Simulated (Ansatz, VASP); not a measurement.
Two plane-wave programs on CdS

Contents of INCAR:

```
PREC = Accurate
ENCUT = 600
EDIFF = 1E-7
ISMEAR = -1
SIGMA = 0.05
LREAL = F
LASPH = T
NELM = 100
ALGO = Normal
ISIF = 3
LWAVE = F
LCHARG = F
GGA = PE
IVDW = 13
IBRION = 2
NSW = 60
EDIFFG = -0.01
```

File KPOINTS:

```
Automatic mesh
0
Gamma
  8 8 8
```

POSCAR

```
CdS
1.0
    0.0000000000      2.9165000000      2.9165000000
    2.9165000000      0.0000000000      2.9165000000
    2.9165000000      2.9165000000      0.0000000000
Cd S
1 1
Direct
    0.0000000000      0.0000000000      0.0000000000
    0.7500000000      0.7500000000      0.7500000000
```

input.yaml

```yaml
crystal:
  lattice:
    - [0.0, 2.9165, 2.9165]
    - [2.9165, 0.0, 2.9165]
    - [2.9165, 2.9165, 0.0]
  atoms:
    - { symbol: Cd, position: [0.0, 0.0, 0.0] }
    - { symbol: S, position: [0.75, 0.75, 0.75] }
hamiltonian:
  xc: pbe
  pseudopotentials: { kind: paw }
  dispersion: d4
kpoints:
  mp_grid: { grid: [8, 8, 8] }
scf:
  occupations: { method: fermi_dirac, width: 0.05 }
output:
  forces: true
  stress: true
relax:
  f_tol: 0.01
  max_steps: 40
  cell: { stress_tol: 0.05 }
```

Alike in both runs: task relaxation of cell and atoms; functional PBE; dispersion D4; k mesh 8 × 8 × 8; occupations fermi-dirac, width 0.05 eV; no spin polarisation.

```csv
,VASP,Ansatz
version,VASP 6.6.1,Ansatz 0.2.0
potentials or method,"VASP PAW PBE potentials, release 64 (Cd, S)",Ansatz PAW
plane-wave cutoff (eV),600,420
valence electrons in the cell,18,26
```

VASP gave:

```
relaxed volume (Å³/atom)                                     : 25.19
relaxed cell length with the largest relative difference (Å) : 4.146
```

Task: Which values does Ansatz return?

Result: Relaxed volume (Å³/atom): 25.05; relaxed cell length with the largest relative difference (Å): 4.138.

VASP's potentials hold 18 valence electrons a cell and Ansatz's 26, so a difference there can come from the potentials and not from the codes.

Noted on Ansatz's run: the plane-wave basis is chosen anew once the cell has moved, so the energies of steps on either side of that aren't comparable.
